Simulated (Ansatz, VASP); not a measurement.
## KF: VASP beside Ansatz

```
K F
1.0
    -0.08087    2.49996    2.49996
     2.49996   -0.08087    2.49996
     2.49996    2.49996   -0.08087
K F
1 1
Direct
  0.00000 0.00000 0.00000
  0.50000 0.50000 0.50000
```

Alike in both runs: task single point; functional LDA; k mesh 8 × 8 × 8; occupations gaussian, width 0.05 eV; no spin polarisation.

|  | VASP | Ansatz |
| --- | --- | --- |
| version | VASP 6.6.1 | Ansatz 0.2.0 |
| potentials or method | VASP PAW LDA potentials, release 64 (K_sv, F), cutoff 520 eV | scalar-relativistic, plane waves, PAW |
| valence electrons in the cell | 16 | 16 |

```csv
,VASP,Ansatz,Ansatz less VASP
gap on the k mesh at the Fermi level (eV),6.60,6.62,+0.021
least direct gap on the mesh (eV),6.60,6.62,+0.021
pressure (GPa),2.7,2.3,-0.34
"traceless stress, the component that is largest in VASP (GPa)",0.33,0.34,+0.014
```

LDA's correlation is that of Perdew and Zunger in VASP and of Perdew and Wang (1992) in Ansatz.
